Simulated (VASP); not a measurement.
# CaScSi3 (Pm-3m) in VASP: single point with PBE

Aim: the single point of CaScSi3 with PBE.

Everything below comes from runs of VASP 6.6.1. Logs are shortened: lines on timing, memory, paths and dates and some standing lists are left out, and cuts for length are marked.

### 1 The cell of the first run

Symmetry: Pm-3m, No. 221, cubic system. Conventional cell: a = 4.295 Å, b = 4.295 Å, c = 4.295 Å, α = 90.00°, β = 90.00°, γ = 90.00°. Within 4.0 Å of Ca (site symmetry m-3m) lie 12 Si at 3.04 Å and 8 Sc at 3.72 Å. Sc (site symmetry m-3m) has 6 Si at 2.15 Å within 2.8 Å. Within 2.8 Å of Si (site symmetry 4/mmm) lie 2 Sc at 2.15 Å.

### 2 Single point, PBE

The input, INCAR:

```
  ALGO = Normal
  EDIFF = 1E-7
  ENCUT = 520
  GGA = PE
  ISIF = 2
  ISMEAR = 0
  LASPH = T
  LCHARG = T
  LELF = T
  LREAL = F
  LVHAR = T
  LWAVE = F
  NBANDS = 24
  NELM = 100
  PREC = Accurate
  SIGMA = 0.1
```

The input, KPOINTS:

```
k-points
0
Gamma
  4 4 4
```

The input, POSCAR:

```
CaScSi3
1.0
    4.2952553700      0.0000000000      0.0000000000
    0.0000000000      4.2952553700      0.0000000000
    0.0000000000      0.0000000000      4.2952553700
Ca Sc Si
1 1 3
Direct
    0.0000000000      0.0000000000      0.0000000000
    0.5000000000      0.5000000000      0.5000000000
    0.0000000000      0.5000000000      0.5000000000
    0.5000000000      0.0000000000      0.5000000000
    0.5000000000      0.5000000000      0.0000000000
```

Potentials or basis: VASP PAW PBE potentials, release 64 (Ca_sv, Sc_sv, Si).

The run is started by

```
$ cat potpaw_PBE.64/Ca_sv/POTCAR potpaw_PBE.64/Sc_sv/POTCAR potpaw_PBE.64/Si/POTCAR > POTCAR
$ mpirun -np 1 vasp_std > vasp.out
```

OUTCAR:

```text
EDIFF = 1E-7
   ENCUT = 520
   GGA = PE
   ISIF = 2
   ISMEAR = 0
   LASPH = T
   LREAL = F
   NELM = 100
   PREC = Accurate

 ion  position               nearest neighbor table
   1  0.000  0.000  0.000-   3 3.04   4 3.04   5 3.04   3 3.04   4 3.04   3 3.04   5 3.04   3 3.04
                             4 3.04   5 3.04   4 3.04   5 3.04
   2  0.500  0.500  0.500-   3 2.15   4 2.15   5 2.15   5 2.15   4 2.15   3 2.15
   3  0.000  0.500  0.500-   2 2.15   2 2.15   4 3.04   5 3.04   1 3.04   5 3.04   1 3.04   4 3.04
                             1 3.04   1 3.04   4 3.04   5 3.04   5 3.04   4 3.04
   4  0.500  0.000  0.500-   2 2.15   2 2.15   3 3.04   5 3.04   1 3.04   5 3.04   1 3.04   3 3.04
                             5 3.04   5 3.04   1 3.04   3 3.04   1 3.04   3 3.04
   5  0.500  0.500  0.000-   2 2.15   2 2.15   3 3.04   4 3.04   1 3.04   3 3.04   4 3.04   1 3.04
                             4 3.04   4 3.04   1 3.04   3 3.04   3 3.04   1 3.04

  LATTYP: Found a simple cubic cell.
 ALAT       =     4.2952553700

  Lattice vectors:

 A1 = (   4.2952553700,   0.0000000000,   0.0000000000)
 A2 = (   0.0000000000,   4.2952553700,   0.0000000000)
 A3 = (   0.0000000000,   0.0000000000,   4.2952553700)

Analysis of symmetry for initial positions (statically):
=====================================================================
 Subroutine PRICEL returns:
 Original cell was already a primitive cell.

 Routine SETGRP: Setting up the symmetry group for a
 simple cubic supercell.

 Subroutine GETGRP returns: Found 48 space group operations
 (whereof 48 operations were pure point group operations)
 out of a pool of 48 trial point group operations.

The static configuration has the point symmetry O_h .

Analysis of symmetry for dynamics (positions and initial velocities):
=====================================================================
 Subroutine PRICEL returns:
 Original cell was already a primitive cell.

 Routine SETGRP: Setting up the symmetry group for a
 simple cubic supercell.

 Subroutine GETGRP returns: Found 48 space group operations
 (whereof 48 operations were pure point group operations)
 out of a pool of 48 trial point group operations.

The dynamic configuration has the point symmetry O_h .

 Subroutine INISYM returns: Found 48 space group operations
 (whereof 48 operations are pure point group operations),
 and found     1 'primitive' translations

----------------------------------------------------------------------------------------

                                     Primitive cell

  volume of cell :      79.2441

  direct lattice vectors                    reciprocal lattice vectors
     4.295255370  0.000000000  0.000000000     0.232815028  0.000000000  0.000000000
     0.000000000  4.295255370  0.000000000     0.000000000  0.232815028  0.000000000
     0.000000000  0.000000000  4.295255370     0.000000000  0.000000000  0.232815028

  length of vectors
     4.295255370  4.295255370  4.295255370     0.232815028  0.232815028  0.232815028

  position of ions in fractional coordinates (direct lattice)
     0.000000000  0.000000000  0.000000000
     0.500000000  0.500000000  0.500000000
     0.000000000  0.500000000  0.500000000
     0.500000000  0.000000000  0.500000000
     0.500000000  0.500000000  0.000000000

  ion indices of the primitive-cell ions
   primitive index   ion index
                 1           1
                 2           2
                 3           3
                 4           4
                 5           5

----------------------------------------------------------------------------------------

 KPOINTS: k-points

Automatic generation of k-mesh.
 Grid dimensions read from file:
 generate k-points for:    4    4    4

 Generating k-lattice:

  Cartesian coordinates                     Fractional coordinates (reciprocal lattice)
     0.058203757  0.000000000  0.000000000     0.250000000  0.000000000  0.000000000
     0.000000000  0.058203757  0.000000000     0.000000000  0.250000000  0.000000000
     0.000000000  0.000000000  0.058203757     0.000000000  0.000000000  0.250000000

  Length of vectors
     0.058203757  0.058203757  0.058203757

  Shift w.r.t. Gamma in fractional coordinates (k-lattice)
     0.000000000  0.000000000  0.000000000

 Subroutine IBZKPT returns following result:
 ===========================================

 Found     10 irreducible k-points:

 Following reciprocal coordinates:
            Coordinates               Weight
  0.000000  0.000000  0.000000      1.000000
  0.250000  0.000000  0.000000      6.000000
  0.500000  0.000000  0.000000      3.000000
  0.250000  0.250000  0.000000     12.000000
  0.500000  0.250000  0.000000     12.000000
  0.500000  0.500000  0.000000      3.000000
  0.250000  0.250000  0.250000      8.000000
  0.500000  0.250000  0.250000     12.000000
  0.500000  0.500000  0.250000      6.000000
  0.500000  0.500000  0.500000      1.000000
   k-points           NKPTS =     10   k-points in BZ     NKDIM =     10   number of bands    NBANDS=     24
   number of dos      NEDOS =    301   number of ions     NIONS =      5
   total plane-waves  NPLWV =  32768
   dimension x,y,z NGX =    32 NGY =   32 NGZ =   32
   dimension x,y,z NGXF=    64 NGYF=   64 NGZF=   64
   ions per type =               1   1   3
   NGX,Y,Z   is equivalent  to a cutoff of  12.39, 12.39, 12.39 a.u.
   NGXF,Y,Z  is equivalent  to a cutoff of  24.77, 24.77, 24.77 a.u.
 SYSTEM =  unknown system
   PREC   = accura    normal or accurate (medium, high low for compatibility)
   ISTART =      0    job   : 0-new  1-cont  2-samecut
   ICHARG =      2    charge: 1-file 2-atom 10-const
   ISPIN  =      1    spin polarized calculation?
   LNONCOLLINEAR =      F non collinear calculations
   LSORBIT =      F    spin-orbit coupling
   LASPH  =      T    aspherical Exc in radial PAW
   ENCUT  =  520.0 eV  38.22 Ry    6.18 a.u.   7.99  7.99  7.99*2*pi/ulx,y,z
   NELM   =    100;   NELMIN=  2; NELMDL= -5     # of ELM steps
   EDIFF  = 0.1E-06   stopping-criterion for ELM
   LREAL  =      F    real-space projection
   EDIFFG = 0.1E-05   stopping-criterion for IOM
   NSW    =      0    number of steps for IOM
   IBRION =     -1    ionic relax: 0-MD 1-quasi-New 2-CG
   NFREE  =      0    steps in history (QN), initial steepest desc. (CG)
   ISIF   =      2    stress and relaxation
   ISYM   =      2    0-nonsym 1-usesym 2-fastsym
   POTIM  = 0.5000    time-step for ionic-motion
   TEBEG  =    0.0;   TEEND  =   0.0 temperature during run
   PSTRESS=    0.0 pullay stress
   NELECT =      33.0000    total number of electrons
   NUPDOWN=      -1.0000    fix difference up-down
   EMIN   =  10.00;   EMAX   =-10.00  energy-range for DOS
   EFERMI =   0.00;   METHOD = LEGACY
   ISMEAR =     0;   SIGMA  =   0.10  broadening in eV -4-tet -1-fermi 0-gaus
   EFERMI_NEDOS =   21; number of points for ismear=-14 and -15
   IALGO  =     38    algorithm
   IMIX   =      4    mixing-type and parameters
     AMIX     =   0.40;   BMIX     =  1.00
     AMIX_MAG =   1.60;   BMIX_MAG =  1.00
  volume/ion in A,a.u.               =      15.85       106.95
  Fermi-wavevector in a.u.,A,eV,Ry     =   1.222523  2.310234 20.334768  1.494563
  Thomas-Fermi vector in A             =   2.357667
   LORBIT       =      0    0 simple, 1 ext, 2 COOP (PROOUT), +10 PAW based schemes
   GGA     = PE    functional components
   LHFCALC =     F    Hartree Fock is set to
   AEXX    =    0.0000 exact exchange contribution
   IVDW    =     0    specifies the selected vdW correction
   LEPSILON=     F    determine dielectric tensor
   LRPA    =     F    only Hartree local field effects (RPA)
 non-spin polarized calculation
 Gauss-broadening in eV      SIGMA  =   0.10
  energy-cutoff  :      520.00
  volume of cell :       79.24
 maximum number of plane-waves:      2176
 NGX is ok and might be reduce to    32
   NGX = 15   NGY = 15   NGZ = 15

 number of electron      33.0000008 magnetization

 Free energy of the ion-electron system (eV)
  ---------------------------------------------------
  ext. energy  EPLUGINS =         0.00000000
  ---------------------------------------------------
  free energy    TOTEN  =       -18.91755926 eV

  energy without entropy =      -18.88849187  energy(sigma->0) =      -18.90302557

 E-fermi :   7.4005     XC(G=0): -10.9538

 val. band max:        7.3881559552   @ k =   0.5000   0.2500   0.2500
 cond. band min:       7.4051617066   @ k =   0.5000   0.2500   0.0000
 fundamental gap:      0.0170057514
 Fermi energy:         7.4005155725

 k-point     1 :       0.0000    0.0000    0.0000
  band No.  band energies     occupation
      1     -38.9377      2.00000
      2     -32.6938      2.00000
      3     -18.1747      2.00000
      4     -18.1747      2.00000
      5     -18.1747      2.00000
      6     -13.7853      2.00000
[... 16 lines left out ...]
     23      11.7184      0.00000
     24      11.9310      0.00000

 k-point     2 :       0.2500    0.0000    0.0000
  band No.  band energies     occupation
      1     -38.9359      2.00000
      2     -32.6929      2.00000
      3     -18.2099      2.00000
      4     -18.1731      2.00000
      5     -18.1731      2.00000
      6     -13.8158      2.00000
[... 16 lines left out ...]
     23      11.3944      0.00000
     24      12.1776      0.00000

 k-point     3 :       0.5000    0.0000    0.0000
  band No.  band energies     occupation
      1     -38.9340      2.00000
      2     -32.6920      2.00000
      3     -18.2448      2.00000
      4     -18.1714      2.00000
      5     -18.1714      2.00000
      6     -13.8459      2.00000
[... 16 lines left out ...]
     23      12.1199      0.00000
     24      12.2880      0.00000
[... 136 lines left out ...]
 k-point     9 :       0.5000    0.5000    0.2500
  band No.  band energies     occupation
      1     -38.9285      2.00000
      2     -32.6893      2.00000
      3     -18.2413      2.00000
      4     -18.2413      2.00000
      5     -18.2040      2.00000
      6     -13.8272      2.00000
[... 16 lines left out ...]
     23      12.5700      0.00000
     24      12.5700      0.00000

 k-point    10 :       0.5000    0.5000    0.5000
  band No.  band energies     occupation
      1     -38.9266      2.00000
      2     -32.6884      2.00000
      3     -18.2387      2.00000
      4     -18.2387      2.00000
      5     -18.2387      2.00000
      6     -13.8256      2.00000
[... 16 lines left out ...]
     23      12.9406      0.00000
     24      13.0866      0.00000

------------------------ aborting loop because EDIFF is reached ----------------------------------------

  FORCE on cell =-STRESS in cart. coord.  units (eV):
  Direction    XX          YY          ZZ          XY          YZ          ZX
  --------------------------------------------------------------------------------------
  -------------------------------------------------------------------------------------
  Total       21.1045287     21.1045287     21.1045287     -0.0000000     -0.0000000      0.0000000
  in kB      426.6966872    426.6966872    426.6966872     -0.0000000     -0.0000000      0.0000000
  external PRESSURE =     426.6966872 kB  Pullay stress =       0.0000000 kB

 VOLUME and BASIS-vectors are now :
 -----------------------------------------------------------------------------
  energy-cutoff  :      520.00
  volume of cell :       79.24
      direct lattice vectors                 reciprocal lattice vectors
     4.295255370  0.000000000  0.000000000     0.232815028  0.000000000  0.000000000
     0.000000000  4.295255370  0.000000000     0.000000000  0.232815028  0.000000000
     0.000000000  0.000000000  4.295255370     0.000000000  0.000000000  0.232815028

 POSITION                                       TOTAL-FORCE (eV/Angst)
 -----------------------------------------------------------------------------------
      0.00000      0.00000      0.00000         0.000000      0.000000      0.000000
      2.14763      2.14763      2.14763         0.000000      0.000000      0.000000
      0.00000      2.14763      2.14763         0.000000      0.000000      0.000000
      2.14763      0.00000      2.14763         0.000000      0.000000      0.000000
      2.14763      2.14763      0.00000         0.000000      0.000000      0.000000
 -----------------------------------------------------------------------------------
    total drift:                                0.000000     -0.000000     -0.000000

  FREE ENERGIE OF THE ION-ELECTRON SYSTEM (eV)
  ---------------------------------------------------
  free  energy   TOTEN  =       -18.9175592582 eV

  energy  without entropy=      -18.8884918719  energy(sigma->0) =      -18.90302557
```

Run time: 8.5 s. Hardware: 1 thread of Intel Xeon 6975P-C (Granite Rapids), shared host; peak memory 0.18 GiB.

Results:

```yaml
Free_energy: -18.9176 eV
Pressure: 42.7 GPa
```

Caveat: the k points lie up to 0.37 Å⁻¹ apart.
